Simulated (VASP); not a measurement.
# Pt (I4/mmm) in VASP: a series of runs, part 2 of 2

VASP 6.6.1. The steps go on from the part before.

## 3. Single point, PBEsol (strain +0.050 along x and y, -0.025 along z)

The input, INCAR:

```
SYSTEM = Pt
  PREC = Accurate
  ENCUT = 520
  EDIFF = 1E-7
  ISMEAR = 0
  SIGMA = 0.15
  LREAL = .FALSE.
  LASPH = .TRUE.
  NELM = 80
  ALGO = Normal
  ISIF = 2
  LWAVE = .FALSE.
  LCHARG = .FALSE.
  GGA = PS
  NBANDS = 11
```

The input, KPOINTS:

```
Automatic mesh
0
G
  20 20 20
  0 0 0
```

The input, POSCAR:

```
Pt
1.0
    0.0000000000      2.0557950000      1.9089525000
    2.0557950000      0.0000000000      1.9089525000
    2.0557950000      2.0557950000      0.0000000000
Pt
1
Direct
    0.0000000000      0.0000000000      0.0000000000
```

Potentials or basis: VASP PAW PBE potentials, release 64 (Pt).

Started as:

```bash
$ cat potpaw_PBE.64/Pt/POTCAR > POTCAR
$ mpirun -np 1 vasp_std > vasp.out
```

OUTCAR:

```text
SYSTEM = Pt
   PREC = Accurate
   ENCUT = 520
   EDIFF = 1E-7
   ISMEAR = 0
   LREAL = .FALSE.
   LASPH = .TRUE.
   NELM = 80
   ISIF = 2
   GGA = PS

 ion  position               nearest neighbor table
   1  0.000  0.000  0.000-

  LATTYP: Found a body centered tetragonal cell.
 ALAT       =     2.9073331705
 C/A-ratio  =     1.3131983079

  Lattice vectors:

 A1 = (   0.0000000000,  -2.0557950000,  -1.9089525000)
 A2 = (   0.0000000000,   2.0557950000,  -1.9089525000)
 A3 = (   2.0557950000,   0.0000000000,   1.9089525000)

Analysis of symmetry for initial positions (statically):
=====================================================================
 Subroutine PRICEL returns:
 Original cell was already a primitive cell.

 Routine SETGRP: Setting up the symmetry group for a
 body centered tetragonal supercell.

 Subroutine GETGRP returns: Found 16 space group operations
 (whereof 16 operations were pure point group operations)
 out of a pool of 16 trial point group operations.

The static configuration has the point symmetry D_4h.

Analysis of symmetry for dynamics (positions and initial velocities):
=====================================================================
 Subroutine PRICEL returns:
 Original cell was already a primitive cell.

 Routine SETGRP: Setting up the symmetry group for a
 body centered tetragonal supercell.

 Subroutine GETGRP returns: Found 16 space group operations
 (whereof 16 operations were pure point group operations)
 out of a pool of 16 trial point group operations.

The dynamic configuration has the point symmetry D_4h.

 Subroutine INISYM returns: Found 16 space group operations
 (whereof 16 operations are pure point group operations),
 and found     1 'primitive' translations

----------------------------------------------------------------------------------------

                                     Primitive cell

  volume of cell :      16.1356

  direct lattice vectors                    reciprocal lattice vectors
     0.000000000  2.055795000  1.908952500    -0.243214912  0.243214912  0.261923751
     2.055795000  0.000000000  1.908952500     0.243214912 -0.243214912  0.261923751
     2.055795000  2.055795000  0.000000000     0.243214912  0.243214912 -0.261923751

  length of vectors
     2.805422023  2.805422023  2.907333170     0.432332093  0.432332093  0.432332093

  position of ions in fractional coordinates (direct lattice)
     0.000000000  0.000000000  0.000000000

  ion indices of the primitive-cell ions
   primitive index   ion index
                 1           1

----------------------------------------------------------------------------------------

 KPOINTS: Automatic mesh

Automatic generation of k-mesh.
 Grid dimensions read from file:
 generate k-points for:   20   20   20

 Generating k-lattice:

  Cartesian coordinates                     Fractional coordinates (reciprocal lattice)
    -0.012160746  0.012160746  0.013096188     0.050000000  0.000000000  0.000000000
     0.012160746 -0.012160746  0.013096188     0.000000000  0.050000000  0.000000000
     0.012160746  0.012160746 -0.013096188     0.000000000  0.000000000  0.050000000

  Length of vectors
     0.021616605  0.021616605  0.021616605

  Shift w.r.t. Gamma in fractional coordinates (k-lattice)
     0.000000000  0.000000000  0.000000000

 Subroutine IBZKPT returns following result:
 ===========================================

 Found    641 irreducible k-points:

 Following reciprocal coordinates:
            Coordinates               Weight
  0.000000  0.000000  0.000000      1.000000
  0.050000 -0.000000  0.000000      8.000000
  0.100000  0.000000  0.000000      8.000000
  0.150000 -0.000000  0.000000      8.000000
  0.200000  0.000000  0.000000      8.000000
  0.250000 -0.000000  0.000000      8.000000
[... 16 lines left out ...]
 -0.400000  0.050000  0.000000      8.000000
 -0.350000  0.050000  0.000000      8.000000
 [... further k-points ...]
   k-points           NKPTS =    641   k-points in BZ     NKDIM =    641   number of bands    NBANDS=     11
   number of dos      NEDOS =    301   number of ions     NIONS =      1
   total plane-waves  NPLWV =  13824
   dimension x,y,z NGX =    24 NGY =   24 NGZ =   24
   dimension x,y,z NGXF=    48 NGYF=   48 NGZF=   48
   ions per type =               1
   NGX,Y,Z   is equivalent  to a cutoff of  14.22, 14.22, 13.72 a.u.
   NGXF,Y,Z  is equivalent  to a cutoff of  28.44, 28.44, 27.45 a.u.
 SYSTEM =  Pt
   PREC   = accura    normal or accurate (medium, high low for compatibility)
   ISTART =      0    job   : 0-new  1-cont  2-samecut
   ICHARG =      2    charge: 1-file 2-atom 10-const
   ISPIN  =      1    spin polarized calculation?
   LNONCOLLINEAR =      F non collinear calculations
   LSORBIT =      F    spin-orbit coupling
   LASPH  =      T    aspherical Exc in radial PAW
   ENCUT  =  520.0 eV  38.22 Ry    6.18 a.u.   5.22  5.22  5.41*2*pi/ulx,y,z
   NELM   =     80;   NELMIN=  2; NELMDL= -5     # of ELM steps
   EDIFF  = 0.1E-06   stopping-criterion for ELM
   LREAL  =      F    real-space projection
   EDIFFG = 0.1E-05   stopping-criterion for IOM
   NSW    =      0    number of steps for IOM
   IBRION =     -1    ionic relax: 0-MD 1-quasi-New 2-CG
   NFREE  =      0    steps in history (QN), initial steepest desc. (CG)
   ISIF   =      2    stress and relaxation
   ISYM   =      2    0-nonsym 1-usesym 2-fastsym
   POTIM  = 0.5000    time-step for ionic-motion
   TEBEG  =    0.0;   TEEND  =   0.0 temperature during run
   PSTRESS=    0.0 pullay stress
   NELECT =      10.0000    total number of electrons
   NUPDOWN=      -1.0000    fix difference up-down
   EMIN   =  10.00;   EMAX   =-10.00  energy-range for DOS
   EFERMI =   0.00;   METHOD = LEGACY
   ISMEAR =     0;   SIGMA  =   0.15  broadening in eV -4-tet -1-fermi 0-gaus
   EFERMI_NEDOS =   21; number of points for ismear=-14 and -15
   IALGO  =     38    algorithm
   IMIX   =      4    mixing-type and parameters
     AMIX     =   0.40;   BMIX     =  1.00
     AMIX_MAG =   1.60;   BMIX_MAG =  1.00
  volume/ion in A,a.u.               =      16.14       108.89
  Fermi-wavevector in a.u.,A,eV,Ry     =   1.395768  2.637619 26.506441  1.948168
  Thomas-Fermi vector in A             =   2.519188
   LORBIT       =      0    0 simple, 1 ext, 2 COOP (PROOUT), +10 PAW based schemes
   GGA     = PS    functional components
   LHFCALC =     F    Hartree Fock is set to
   AEXX    =    0.0000 exact exchange contribution
   IVDW    =     0    specifies the selected vdW correction
   LEPSILON=     F    determine dielectric tensor
   LRPA    =     F    only Hartree local field effects (RPA)
 non-spin polarized calculation
 Gauss-broadening in eV      SIGMA  =   0.15
  energy-cutoff  :      520.00
  volume of cell :       16.14
 maximum number of plane-waves:       447
 NGX is ok and might be reduce to    24
   NGX = 11   NGY = 11   NGZ = 11

 number of electron      10.0000001 magnetization

 Free energy of the ion-electron system (eV)
  ---------------------------------------------------
  ext. energy  EPLUGINS =         0.00000000
  ---------------------------------------------------
  free energy    TOTEN  =        -6.90039183 eV

  energy without entropy =       -6.87908174  energy(sigma->0) =       -6.88973678

 E-fermi :   9.8204     XC(G=0): -13.2294

 val. band max:        9.8169598922   @ k =   0.5000   0.0500   0.4000
 cond. band min:       9.8208895223   @ k =  -0.4000   0.3500   0.0500
 fundamental gap:      0.0039296301
 Fermi energy:         9.8203595093

 k-point     1 :       0.0000    0.0000    0.0000
  band No.  band energies     occupation
      1       0.2894      2.00000
      2       6.2105      2.00000
      3       6.2105      2.00000
      4       6.9686      2.00000
      5       7.9199      2.00000
      6       8.7779      2.00000
      7      24.7162      0.00000
      8      28.6391      0.00000
      9      28.6391      0.00000
     10      30.4084      0.00000
     11      34.3913      0.00000

 k-point     2 :       0.0500   -0.0000    0.0000
  band No.  band energies     occupation
      1       0.3842      2.00000
      2       6.2031      2.00000
      3       6.2468      2.00000
      4       6.9704      2.00000
      5       7.9097      2.00000
      6       8.7499      2.00000
      7      24.8548      0.00000
      8      28.3618      0.00000
      9      28.7755      0.00000
     10      30.2345      0.00000
     11      34.9981      0.00000
[... 295 lines left out ...]
 k-point    24 :      -0.3500    0.0500    0.0000
  band No.  band energies     occupation
      1       3.1386      2.00000
      2       6.2273      2.00000
      3       6.8611      2.00000
      4       7.2864      2.00000
      5       9.2067      2.00000
      6       9.5936      1.96750
      7      18.5747      0.00000
      8      24.9172      0.00000
      9      29.4004      0.00000
     10      29.6592      0.00000
     11      34.6808      0.00000

 [... further k-points ...]
[... 5 lines left out ...]
  --------------------------------------------------------------------------------------
  -------------------------------------------------------------------------------------
  Total       -1.8058149     -1.8058149     -1.4165890      0.0000000      0.0000000      0.0000000
  in kB     -179.3077630   -179.3077630   -140.6597070      0.0000000      0.0000000      0.0000000
  external PRESSURE =    -166.4250776 kB  Pullay stress =       0.0000000 kB

 VOLUME and BASIS-vectors are now :
 -----------------------------------------------------------------------------
  energy-cutoff  :      520.00
  volume of cell :       16.14
      direct lattice vectors                 reciprocal lattice vectors
     0.000000000  2.055795000  1.908952500    -0.243214912  0.243214912  0.261923751
     2.055795000  0.000000000  1.908952500     0.243214912 -0.243214912  0.261923751
     2.055795000  2.055795000  0.000000000     0.243214912  0.243214912 -0.261923751

 POSITION                                       TOTAL-FORCE (eV/Angst)
 -----------------------------------------------------------------------------------
      0.00000      0.00000      0.00000        -0.000000      0.000000     -0.000000
 -----------------------------------------------------------------------------------
    total drift:                               -0.000000      0.000000      0.000000

  FREE ENERGIE OF THE ION-ELECTRON SYSTEM (eV)
  ---------------------------------------------------
  free  energy   TOTEN  =        -6.9003918320 eV

  energy  without entropy=       -6.8790817372  energy(sigma->0) =       -6.88973678
```

Wall time 30 s (1 thread of Intel Xeon 6975P-C (Granite Rapids), shared host); peak memory 0.24 GiB.

Results:

| Property | Result |
| --- | --- |
| Free energy | -6.9004 eV |
| Pressure | -16.6 GPa |
| Band gap on the k mesh | zero (band 5 reaches 10.52 eV, above the bottom of band 6 at 8.27 eV) |

Levels at points of the mesh, in eV from the Fermi level:
| k point | band 1 | band 2 | band 3 | band 4 | band 5 | band 6 | band 7 | band 8 | band 9 | band 10 |
| --- | --- | --- | --- | --- | --- | --- | --- | --- | --- | --- |
| (0.00, 0.00, 0.00) | -9.53 | -3.61 | -3.61 | -2.85 | -1.90 | -1.04 | 14.90 | 18.82 | 18.82 | 20.59 |
| (0.50, 0.00, 0.00) | -6.66 | -3.82 | -3.02 | -0.24 | -0.16 | 0.25 | 5.36 | 14.20 | 17.76 | 19.43 |
| (0.50, 0.50, 0.00) | -6.29 | -5.95 | 0.01 | 0.47 | 0.47 | 2.82 | 9.35 | 10.28 | 10.28 | 18.64 |
| (0.50, 0.00, 0.50) | -6.41 | -5.91 | -0.02 | 0.13 | 0.70 | 1.43 | 7.58 | 11.42 | 11.83 | 19.80 |

Caveat: the cell differs from its parent crystal (strain +0.050 along x and y, -0.025 along z); the PAW data sets were made with another functional, which shifts forces and pressure a little; spin-orbit coupling is left out, which moves the levels of the heavy elements.

## 4. Single point, PBEsol (strain +0.050 along x and y, +0.000 along z)

The input, INCAR:

```
ALGO = Fast ; EDIFF = 1E-6
ENCUT = 520 ; GGA = PS
ISIF = 2 ; ISMEAR = 0
LASPH = True ; LCHARG = False
LREAL = False ; LWAVE = False
NBANDS = 11 ; NELM = 80
PREC = Accurate ; SIGMA = 0.15
```

The input, KPOINTS:

```
k-points
0
Gamma
  20 20 20
```

The input, POSCAR:

```
Pt
1.0
    0.0000000000      2.0557950000      1.9579000000
    2.0557950000      0.0000000000      1.9579000000
    2.0557950000      2.0557950000      0.0000000000
Pt
1
Direct
    0.0000000000      0.0000000000      0.0000000000
```

Potentials or basis: VASP PAW PBE potentials, release 64 (Pt).

Started as:

```bash
$ cat potpaw_PBE.64/Pt/POTCAR > POTCAR
$ mpirun -np 1 vasp_std > vasp.out
```

OUTCAR:

```text
EDIFF = 1E-6
   ENCUT = 520
   GGA = PS
   ISIF = 2
   ISMEAR = 0
   LASPH = True
   LREAL = False
   NELM = 80
   PREC = Accurate

 ion  position               nearest neighbor table
   1  0.000  0.000  0.000-

  LATTYP: Found a body centered tetragonal cell.
 ALAT       =     2.9073331705
 C/A-ratio  =     1.3468700594

  Lattice vectors:

 A1 = (   0.0000000000,  -2.0557950000,  -1.9579000000)
 A2 = (   0.0000000000,   2.0557950000,  -1.9579000000)
 A3 = (   2.0557950000,   0.0000000000,   1.9579000000)

Analysis of symmetry for initial positions (statically):
=====================================================================
 Subroutine PRICEL returns:
 Original cell was already a primitive cell.

 Routine SETGRP: Setting up the symmetry group for a
 body centered tetragonal supercell.

 Subroutine GETGRP returns: Found 16 space group operations
 (whereof 16 operations were pure point group operations)
 out of a pool of 16 trial point group operations.

The static configuration has the point symmetry D_4h.

Analysis of symmetry for dynamics (positions and initial velocities):
[... 168 lines left out ...]
 k-point     1 :       0.0000    0.0000    0.0000
  band No.  band energies     occupation
      1       0.1089      2.00000
      2       5.9735      2.00000
      3       5.9735      2.00000
      4       6.4661      2.00000
      5       7.7028      2.00000
      6       8.2591      2.00000
      7      24.2632      0.00000
      8      28.3095      0.00000
      9      28.3095      0.00000
     10      29.3931      0.00000
     11      33.6863      0.00000
[... 309 lines left out ...]
 k-point    24 :      -0.3500    0.0500    0.0000
  band No.  band energies     occupation
      1       2.9214      2.00000
      2       6.0465      2.00000
      3       6.4334      2.00000
      4       6.9460      2.00000
      5       8.7648      2.00000
      6       9.2054      1.91272
      7      17.8831      0.00000
      8      24.5153      0.00000
      9      28.4334      0.00000
     10      29.1524      0.00000
     11      33.9764      0.00000

 [... further k-points ...]

------------------------ aborting loop because EDIFF is reached ----------------------------------------

  FORCE on cell =-STRESS in cart. coord.  units (eV):
  Direction    XX          YY          ZZ          XY          YZ          ZX
  --------------------------------------------------------------------------------------
  -------------------------------------------------------------------------------------
  Total       -2.2916879     -2.2916879     -2.0280178      0.0000000      0.0000000     -0.0000000
  in kB     -221.8635441   -221.8635441   -196.3370348      0.0000000      0.0000000     -0.0000000
  external PRESSURE =    -213.3547076 kB  Pullay stress =       0.0000000 kB

 VOLUME and BASIS-vectors are now :
 -----------------------------------------------------------------------------
  energy-cutoff  :      520.00
  volume of cell :       16.55
      direct lattice vectors                 reciprocal lattice vectors
     0.000000000  2.055795000  1.957900000    -0.243214912  0.243214912  0.255375658
     2.055795000  0.000000000  1.957900000     0.243214912 -0.243214912  0.255375658
     2.055795000  2.055795000  0.000000000     0.243214912  0.243214912 -0.255375658

 POSITION                                       TOTAL-FORCE (eV/Angst)
 -----------------------------------------------------------------------------------
      0.00000      0.00000      0.00000         0.000000      0.000000      0.000000
 -----------------------------------------------------------------------------------
    total drift:                               -0.000000      0.000000     -0.000000

  FREE ENERGIE OF THE ION-ELECTRON SYSTEM (eV)
  ---------------------------------------------------
  free  energy   TOTEN  =        -6.8570114119 eV

  energy  without entropy=       -6.8343207842  energy(sigma->0) =       -6.84566610
```

stdout:

```text
POSCAR found type information on POSCAR Pt
 POSCAR found :  1 types and       1 ions
 scaLAPACK will be used
 -----------------------------------------------------------------------------
|                                                                             |
|                                                                             |
|     You enforced a specific xc type in the INCAR file but a different       |
|     I HOPE YOU KNOW WHAT YOU ARE DOING!                                     |
|                                                                             |
 -----------------------------------------------------------------------------

 LDA part: xc-table for (Slater+PW92), standard interpolation
 POSCAR, INCAR and KPOINTS ok, starting setup
 FFT: planning ... GRIDC
 FFT: planning ... GRID_SOFT
 FFT: planning ... GRID
 WAVECAR not read
 entering main loop
```

Run time: 34 s. Hardware: 1 thread of Intel Xeon 6975P-C (Granite Rapids), shared host; peak memory 0.24 GiB.

Results:

* Free energy: -6.8570 eV
* Pressure: -21.3 GPa
* Band gap on the k mesh: zero (band 5 reaches 9.97 eV, above the bottom of band 6 at 7.92 eV)

Caveat: the cell differs from its parent crystal (strain +0.050 along x and y, +0.000 along z); the PAW data sets were made with another functional, which shifts forces and pressure a little; spin-orbit coupling is left out, which moves the levels of the heavy elements.

## 5. The runs side by side

| cell | gap on the mesh (eV) | pressure (GPa) |
| --- | --- | --- |
| a = 2.772, b = 2.772, c = 2.907 Å, angles 58.4, 58.4, 63.2°, 1 atom | none | -11.0 |
| a = 2.805, b = 2.805, c = 2.907 Å, angles 58.8, 58.8, 62.4°, 1 atom | none | -16.6 |
| a = 2.839, b = 2.839, c = 2.907 Å, angles 59.2, 59.2, 61.6°, 1 atom | none | -21.3 |

Alike in all rows: task single point; level PBEsol; potentials or basis VASP PAW PBE potentials, release 64 (Pt); no spin polarisation; k mesh 20 × 20 × 20; cutoff (eV) 520; smearing gaussian 0.15 eV.

Caveats: the PAW data sets were made with another functional, which shifts forces and pressure a little; spin-orbit coupling is left out, which moves the levels of the heavy elements.

Absolute energies hang on the potentials; compare differences alone.
